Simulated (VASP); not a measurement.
Crystal: PbSe.

```
Pb Se
1.0
     0.00000    3.08870    3.08870
     3.08870    0.00000    3.08870
     3.08870    3.08870    0.00000
Pb Se
1 1
Direct
  0.00000 0.00000 0.00000
  0.50000 0.50000 0.50000
```

Base run:

| Property | Result |
| --- | --- |
| Program | VASP 6.6.1 |
| Functional | r2SCAN |
| Potentials or basis | VASP PAW PBE potentials, release 64 (Pb_d, Se) |
| Cutoff | 550 eV |
| k mesh | 8 × 8 × 8 |
| Occupations | gaussian, width 0.01 eV |
| Spin | no spin polarisation |

Its results: band gap on the k mesh 0.67 eV, direct; pressure 0.0 GPa.

**Question.** The run is repeated on the same cell with these changes: functional from r2SCAN to PBE; cutoff from 550 eV to 500 eV; occupations from gaussian, width 0.01 eV to fermi-dirac, width 0.02 eV. What comes out?

**Answer.** Band gap on the k mesh 0.38 eV, direct; pressure 0.9 GPa.

Caveats: spin-orbit coupling is left out, which moves the levels of the heavy elements; the PAW data sets were made with another functional, which shifts forces and pressure a little (some runs).

A k mesh can miss the band edges.
